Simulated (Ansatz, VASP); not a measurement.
# V3F: VASP beside Ansatz

```
V F
1.0
     5.24040    0.00000    0.00000
    -2.62020    4.53832    0.00000
     0.00000    0.00000    4.20623
V F
6 2
Direct
  0.83300 0.66600 0.25000
  0.16700 0.83300 0.75000
  0.33400 0.16700 0.25000
  0.16700 0.33400 0.75000
  0.83300 0.16700 0.25000
  0.66600 0.83300 0.75000
  0.33333 0.66667 0.25000
  0.66667 0.33333 0.75000
```

Alike in both runs: task relaxation of cell and atoms; functional PBE; k mesh 6 × 6 × 4; occupations gaussian, width 0.1 eV; no spin polarisation.

|  | VASP | Ansatz |
| --- | --- | --- |
| version | VASP 6.6.1 | Ansatz 0.2.0 |
| potentials or method | VASP PAW PBE potentials, release 64 (V_sv, F), cutoff 600 eV | scalar-relativistic, plane waves, PAW |
| valence electrons in the cell | 92 | 92 |

Ansatz gave:

```
gap on the k mesh at the Fermi level, each at its own relaxed structure (eV) : none
relaxed volume (Å³/atom)                                                     : 13.33
relaxed length of the cell vector where the two differ most in proportion (Å)              : 4.263
```

Q: Which values does VASP return?

A: gap on the k mesh at the Fermi level, each at its own relaxed structure (eV): none; relaxed volume (Å³/atom): 13.34; relaxed length of the cell vector where the two differ most in proportion (Å): 4.282.

A gap of «none» marks a metal or a gap that the smearing closes.

The k mesh is coarse, so the values compare programs but aren't converged.
